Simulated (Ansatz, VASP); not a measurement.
# Ge: VASP beside Ansatz

```
Ge
1.0
     1.48805   -2.55577    0.00000
     1.48805    2.55577    0.00000
     0.00000    0.00000    4.72760
Ge
2
Direct
  0.66655 0.33345 0.25000
  0.33345 0.66655 0.75000
```

Change from the starting cell: strain -0.0150 x Voigt [0, 1, 0, 0, 0, 0], atoms carried along.

Alike in both runs: task single point; functional PBEsol; k mesh 18 × 18 × 10; occupations gaussian, width 0.15 eV; no spin polarisation.

|  | VASP | Ansatz |
| --- | --- | --- |
| version | VASP 6.6.1 | Ansatz 0.2.0 |
| potentials or method | VASP PAW PBE potentials, release 64 (Ge_d), cutoff 520 eV | scalar-relativistic, plane waves, PAW |
| valence electrons in the cell | 28 | 28 |

|  | VASP | Ansatz | Ansatz less VASP |
| --- | --- | --- | --- |
| gap on the k mesh at the Fermi level (eV) | none | none | - |
| pressure (GPa) | 1.6 | 1.6 | -0.04 |
| traceless stress, the component that is largest in VASP (GPa) | 0.20 | 0.21 | +0.007 |
| rms of the force components (eV/Å) | 0.004 | 0.004 | 0.0000 |

VASP's potentials were made for PBE, not for PBEsol. Atom by atom the forces differ by 0.000 eV/Å (rms over components). A gap of «none» marks a metal or a gap that the smearing closes. The functional is the same, so the differences come from potentials, cutoffs and numerics.
